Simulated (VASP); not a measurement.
# TiRh3 (Pm-3m) in VASP: further runs

TiRh3 is run at these levels: LDA; tasks: electric field gradients.

All numbers are computed with VASP 6.6.1; they aren't measurements. Logs are shortened: lines on timing, memory, paths and dates and some standing lists are left out, and cuts for length are marked.

### Step 1. The cell of the first run

Symmetry: Pm-3m, No. 221, cubic system. The conventional cell has a = 3.809 Å, b = 3.809 Å, c = 3.809 Å, α = 90.00°, β = 90.00°, γ = 90.00°. Ti (site symmetry m-3m) has 12 Rh at 2.69 Å within 3.6 Å. Within 3.6 Å of Rh (site symmetry 4/mmm) lie 4 Ti at 2.69 Å and 8 Rh at 2.69 Å.

### Step 2. Electric field gradients, LDA (13.82 Å³/atom)

INCAR reads:

```
SYSTEM = TiRh3
ALGO     = Normal         ! electronic algorithm
EDIFF    = 1E-8           ! SCF threshold, eV
ENCUT    = 520            ! plane-wave cutoff, eV
ISIF     = 2              ! what is computed and relaxed
ISMEAR   = -1             ! smearing method
LASPH    = .True.         ! aspherical terms in the spheres
LCHARG   = .False.        ! write CHGCAR
LEFG     = .True.       
LREAL    = .False.        ! projectors in reciprocal space
LWAVE    = .False.        ! write WAVECAR
NBANDS   = 36             ! bands
NELM     = 60             ! most SCF steps
PREC     = Accurate       ! precision mode
SIGMA    = 0.03           ! smearing width, eV
```

KPOINTS reads:

```
k-points
0
Gamma
  10 10 10
  0 0 0
```

POSCAR reads:

```
TiRh3
1.0
    3.8092172958      0.0000000000      0.0000000000
    0.0000000000      3.8092172958      0.0000000000
    0.0000000000      0.0000000000      3.8092172958
Ti Rh
1 3
Direct
    0.0000000000      0.0000000000      0.0000000000
    0.0000000000      0.5000000000      0.5000000000
    0.5000000000      0.0000000000      0.5000000000
    0.5000000000      0.5000000000      0.0000000000
```

Potentials or basis: VASP PAW LDA potentials, release 64 (Ti_sv, Rh_pv).

On the command line:

```
cat potpaw_LDA.64/Ti_sv/POTCAR potpaw_LDA.64/Rh_pv/POTCAR > POTCAR
mpirun -np 1 vasp_std > vasp.out
```

OUTCAR:

```text
SYSTEM = TiRh3
   EDIFF = 1E-8
   ENCUT = 520
   ISIF = 2
   ISMEAR = -1
   LASPH = .True.
   LREAL = .False.
   NELM = 60
   PREC = Accurate

 ion  position               nearest neighbor table
   1  0.000  0.000  0.000-   2 2.69   3 2.69   4 2.69   2 2.69   3 2.69   2 2.69   4 2.69   2 2.69
                             3 2.69   4 2.69   3 2.69   4 2.69
   2  0.000  0.500  0.500-   1 2.69   3 2.69   4 2.69   1 2.69   4 2.69   1 2.69   3 2.69   1 2.69
                             3 2.69   4 2.69   4 2.69   3 2.69
   3  0.500  0.000  0.500-   1 2.69   2 2.69   4 2.69   1 2.69   4 2.69   2 2.69   4 2.69   4 2.69
                             1 2.69   2 2.69   1 2.69   2 2.69
   4  0.500  0.500  0.000-   1 2.69   2 2.69   3 2.69   2 2.69   3 2.69   1 2.69   3 2.69   3 2.69
                             1 2.69   2 2.69   2 2.69   1 2.69

  LATTYP: Found a simple cubic cell.
 ALAT       =     3.8092172958

  Lattice vectors:

 A1 = (   3.8092172958,   0.0000000000,   0.0000000000)
 A2 = (   0.0000000000,   3.8092172958,   0.0000000000)
 A3 = (   0.0000000000,   0.0000000000,   3.8092172958)

Analysis of symmetry for initial positions (statically):
=====================================================================
 Subroutine PRICEL returns:
 Original cell was already a primitive cell.

 Routine SETGRP: Setting up the symmetry group for a
 simple cubic supercell.

 Subroutine GETGRP returns: Found 48 space group operations
 (whereof 48 operations were pure point group operations)
 out of a pool of 48 trial point group operations.

The static configuration has the point symmetry O_h .

Analysis of symmetry for dynamics (positions and initial velocities):
=====================================================================
 Subroutine PRICEL returns:
 Original cell was already a primitive cell.

 Routine SETGRP: Setting up the symmetry group for a
 simple cubic supercell.

 Subroutine GETGRP returns: Found 48 space group operations
 (whereof 48 operations were pure point group operations)
 out of a pool of 48 trial point group operations.

The dynamic configuration has the point symmetry O_h .

 Subroutine INISYM returns: Found 48 space group operations
 (whereof 48 operations are pure point group operations),
 and found     1 'primitive' translations

----------------------------------------------------------------------------------------

                                     Primitive cell

  volume of cell :      55.2723

  direct lattice vectors                    reciprocal lattice vectors
     3.809217296  0.000000000  0.000000000     0.262521122  0.000000000  0.000000000
     0.000000000  3.809217296  0.000000000     0.000000000  0.262521122  0.000000000
     0.000000000  0.000000000  3.809217296     0.000000000  0.000000000  0.262521122

  length of vectors
     3.809217296  3.809217296  3.809217296     0.262521122  0.262521122  0.262521122

  position of ions in fractional coordinates (direct lattice)
     0.000000000  0.000000000  0.000000000
     0.000000000  0.500000000  0.500000000
     0.500000000  0.000000000  0.500000000
     0.500000000  0.500000000  0.000000000

  ion indices of the primitive-cell ions
   primitive index   ion index
                 1           1
                 2           2
                 3           3
                 4           4

----------------------------------------------------------------------------------------

 KPOINTS: k-points

Automatic generation of k-mesh.
 Grid dimensions read from file:
 generate k-points for:   10   10   10

 Generating k-lattice:

  Cartesian coordinates                     Fractional coordinates (reciprocal lattice)
     0.026252112  0.000000000  0.000000000     0.100000000  0.000000000  0.000000000
     0.000000000  0.026252112  0.000000000     0.000000000  0.100000000  0.000000000
[... 44 lines left out ...]
   dimension x,y,z NGXF=    56 NGYF=   56 NGZF=   56
   ions per type =               1   3
   NGX,Y,Z   is equivalent  to a cutoff of  12.22, 12.22, 12.22 a.u.
   NGXF,Y,Z  is equivalent  to a cutoff of  24.44, 24.44, 24.44 a.u.
 SYSTEM =  TiRh3
   PREC   = accura    normal or accurate (medium, high low for compatibility)
   ISTART =      0    job   : 0-new  1-cont  2-samecut
   ICHARG =      2    charge: 1-file 2-atom 10-const
   ISPIN  =      1    spin polarized calculation?
   LNONCOLLINEAR =      F non collinear calculations
   LSORBIT =      F    spin-orbit coupling
   LASPH  =      T    aspherical Exc in radial PAW
   ENCUT  =  520.0 eV  38.22 Ry    6.18 a.u.   7.08  7.08  7.08*2*pi/ulx,y,z
   NELM   =     60;   NELMIN=  2; NELMDL= -5     # of ELM steps
   EDIFF  = 0.1E-07   stopping-criterion for ELM
   LREAL  =      F    real-space projection
   EDIFFG = 0.1E-06   stopping-criterion for IOM
   NSW    =      0    number of steps for IOM
   IBRION =     -1    ionic relax: 0-MD 1-quasi-New 2-CG
   NFREE  =      0    steps in history (QN), initial steepest desc. (CG)
   ISIF   =      2    stress and relaxation
   ISYM   =      2    0-nonsym 1-usesym 2-fastsym
   POTIM  = 0.5000    time-step for ionic-motion
   TEBEG  =    0.0;   TEEND  =   0.0 temperature during run
   PSTRESS=    0.0 pullay stress
   NELECT =      57.0000    total number of electrons
   NUPDOWN=      -1.0000    fix difference up-down
   EMIN   =  10.00;   EMAX   =-10.00  energy-range for DOS
   EFERMI =   0.00;   METHOD = LEGACY
   ISMEAR =    -1;   SIGMA  =   0.03  broadening in eV -4-tet -1-fermi 0-gaus
   EFERMI_NEDOS =   21; number of points for ismear=-14 and -15
   IALGO  =     38    algorithm
   IMIX   =      4    mixing-type and parameters
     AMIX     =   0.40;   BMIX     =  1.00
     AMIX_MAG =   1.60;   BMIX_MAG =  1.00
  volume/ion in A,a.u.               =      13.82        93.25
  Fermi-wavevector in a.u.,A,eV,Ry     =   1.653982  3.125572 37.220853  2.735655
  Thomas-Fermi vector in A             =   2.742327
   LORBIT       =      0    0 simple, 1 ext, 2 COOP (PROOUT), +10 PAW based schemes
   GGA     = CA    functional components
   LHFCALC =     F    Hartree Fock is set to
   AEXX    =    0.0000 exact exchange contribution
   IVDW    =     0    specifies the selected vdW correction
   LEPSILON=     F    determine dielectric tensor
   LRPA    =     F    only Hartree local field effects (RPA)
 non-spin polarized calculation
  energy-cutoff  :      520.00
  volume of cell :       55.27
 maximum number of plane-waves:      1504
   NGX = 15   NGY = 15   NGZ = 15

 number of electron      57.0000054 magnetization

 Free energy of the ion-electron system (eV)
  ---------------------------------------------------
  ext. energy  EPLUGINS =         0.00000000
  ---------------------------------------------------
  free energy    TOTEN  =       -37.18227790 eV

  energy without entropy =      -37.17070052  energy(sigma->0) =      -37.17648921

 E-fermi :  11.1554     XC(G=0): -13.9717

 val. band max:       11.1552263744   @ k =   0.4000   0.2000   0.0000
 cond. band min:      11.1746861982   @ k =   0.3000   0.1000   0.0000
 fundamental gap:      0.0194598238
 Fermi energy:        11.1554272889

 k-point     1 :       0.0000    0.0000    0.0000
  band No.  band energies     occupation
      1     -45.0481      2.00000
      2     -35.1699      2.00000
      3     -35.1699      2.00000
      4     -35.1699      2.00000
      5     -34.8691      2.00000
      6     -34.8691      2.00000
[... 925 lines left out ...]
     35      14.2307      0.00000
     36      18.0923      0.00000

 [... further k-points ...]

------------------------ aborting loop because EDIFF is reached ----------------------------------------

  FORCE on cell =-STRESS in cart. coord.  units (eV):
  Direction    XX          YY          ZZ          XY          YZ          ZX
  --------------------------------------------------------------------------------------
  -------------------------------------------------------------------------------------
  Total       -2.4979535     -2.4979535     -2.4979535      0.0000000      0.0000000     -0.0000000
  in kB      -72.4081890    -72.4081890    -72.4081890      0.0000000      0.0000000     -0.0000000
  external PRESSURE =     -72.4081890 kB  Pullay stress =       0.0000000 kB

 VOLUME and BASIS-vectors are now :
 -----------------------------------------------------------------------------
  energy-cutoff  :      520.00
  volume of cell :       55.27
      direct lattice vectors                 reciprocal lattice vectors
     3.809217296  0.000000000  0.000000000     0.262521122  0.000000000  0.000000000
     0.000000000  3.809217296  0.000000000     0.000000000  0.262521122  0.000000000
     0.000000000  0.000000000  3.809217296     0.000000000  0.000000000  0.262521122

 POSITION                                       TOTAL-FORCE (eV/Angst)
 -----------------------------------------------------------------------------------
      0.00000      0.00000      0.00000         0.000000      0.000000      0.000000
      0.00000      1.90461      1.90461         0.000000      0.000000      0.000000
      1.90461      0.00000      1.90461         0.000000      0.000000      0.000000
      1.90461      1.90461      0.00000         0.000000      0.000000      0.000000
 -----------------------------------------------------------------------------------
    total drift:                                0.000000      0.000000      0.000000

  FREE ENERGIE OF THE ION-ELECTRON SYSTEM (eV)
  ---------------------------------------------------
  free  energy   TOTEN  =       -37.1822779032 eV

  energy  without entropy=      -37.1707005220  energy(sigma->0) =      -37.17648921

 Electric field gradients (V/A^2)
---------------------------------------------------------------------
 ion       V_xx      V_yy      V_zz      V_xy      V_xz      V_yz
---------------------------------------------------------------------
   1      -0.000    -0.000    -0.000     0.000     0.000     0.000
   2     -33.650    16.825    16.825    -0.000    -0.000     0.000
   3      16.825   -33.650    16.825    -0.000    -0.000    -0.000
   4      16.825    16.825   -33.650    -0.000     0.000    -0.000
---------------------------------------------------------------------

 Electric field gradients after diagonalization (V/A^2)
 (convention: |V_zz| > |V_xx| > |V_yy|)
----------------------------------------------------------------------
 ion       V_xx      V_yy      V_zz     asymmetry (V_yy - V_xx)/ V_zz
----------------------------------------------------------------------
   1      -0.000    -0.000    -0.000      -0.308
   2      16.825    16.825   -33.650       0.000
   3      16.825    16.825   -33.650       0.000
   4      16.825    16.825   -33.650       0.000
----------------------------------------------------------------------

           NMR quadrupolar parameters

 Cq : quadrupolar parameter    Cq=e*Q*V_zz/h
 eta: asymmetry parameters     (V_yy - V_xx)/ V_zz
 Q  : nuclear electric quadrupole moment in mb (millibarn)
----------------------------------------------------------------------
 ion       Cq(MHz)       eta       Q (mb)
----------------------------------------------------------------------
   1      -0.000      -0.308       1.000
   2      -0.081       0.000       1.000
   3      -0.081       0.000       1.000
   4      -0.081       0.000       1.000
----------------------------------------------------------------------
```

It took 65 s on 1 thread of AMD EPYC 9R14 (Zen 4), shared host; peak memory 0.17 GiB.

Results:

| Quantity | Value |
| --- | --- |
| Free energy | -37.1823 eV |
| Pressure | -7.2 GPa |
| Band gap on the k mesh | zero (an odd number of electrons rules out a gap without spin polarisation) |
| Largest electric field gradient by atom | Ti -0.0; Rh -33.6 V/Å² |

Electric field gradients, principal values (V/Å²):
| atom | least | middle | greatest (by size) |
| --- | --- | --- | --- |
| 1 Ti | 0.000 | 0.000 | 0.000 |
| 2 Rh | 16.825 | 16.825 | -33.650 |
| 3 Rh | 16.825 | 16.825 | -33.650 |
| 4 Rh | 16.825 | 16.825 | -33.650 |

Caveat: the cell stands under tension; without QUAD_EFG the Cq values of the log hold for a quadrupole moment of 1 mb, not for the nuclei.

(Part 1 of 3 ends here.)
